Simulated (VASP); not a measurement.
BAs:

```
As B
1.0
     0.00000    2.37247    2.37247
     2.37247    0.00000    2.37247
     2.37247    2.37247    0.00000
As B
1 1
Direct
  0.75000 0.75000 0.75000
  0.00000 0.00000 0.00000
```

Base run:

- Program: VASP 6.6.1
- Functional: RPBE
- Potentials or basis: VASP PAW PBE potentials, release 64 (As, B)
- Cutoff: 520 eV
- k mesh: 10 × 10 × 10
- Occupations: fermi-dirac, width 0.05 eV
- Spin: no spin polarisation

Its results: band gap on the k mesh 1.18 eV, indirect (least direct gap 3.30 eV); pressure 9.1 GPa.

**Question.** After a change of settings the same cell gave: band gap on the k mesh 1.39 eV, indirect (least direct gap 3.40 eV); pressure 2.6 GPa. Which change was it?
A. functional from RPBE to PBE
B. functional from RPBE to PBE exchange alone
C. further incar settings from ALGO = Normal; EDIFF = 1e-06; NBANDS = 11 to ALGO = Normal; EDIFF = 1e-07; NBANDS = 11; dispersion from none to D4
D. functional from RPBE to BLYP; dispersion from none to D4

**Answer.** D.

Caveats: the PAW data sets were made with another functional, which shifts forces and pressure a little.
